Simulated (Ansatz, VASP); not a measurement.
# BaZrO3 in VASP and in Ansatz

```
Ba Zr O
1.0
     4.22754    0.00000    0.00000
     0.00000    4.22754    0.00000
     0.00000    0.00000    4.22754
Ba Zr O
1 1 3
Cartesian
  0.0000 0.0000 0.0000
  2.1138 2.1138 2.1138
  0.0000 2.1138 2.1138
  2.1138 0.0000 2.1138
  2.1138 2.1138 0.0000
```

Alike in both runs: functional PBE; k mesh 6 × 6 × 6; occupations gaussian, width 0.02 eV; no spin polarisation.

Ansatz relaxed the structure, and its values are those at the end. VASP's run is a single point on that final structure, the one shown.

|  | VASP | Ansatz |
| --- | --- | --- |
| version | VASP 6.6.1 | Ansatz 0.2.0 |
| potentials or method | VASP PAW PBE potentials, release 64 (Ba_sv, Zr_sv, O_h), cutoff 910 eV | scalar-relativistic, plane waves, PAW |
| valence electrons in the cell | 40 | 40 |

Ansatz gave:

```
gap on the k mesh at the Fermi level (eV) : 3.18
least direct gap on the mesh (eV)         : 3.40
```

Question: Which values does VASP return?

Answer: gap on the k mesh at the Fermi level (eV): 3.14; least direct gap on the mesh (eV): 3.39.

Spin-orbit coupling is off throughout. Noted on VASP's run: the cutoff is short for stress, so the pressure is rough.
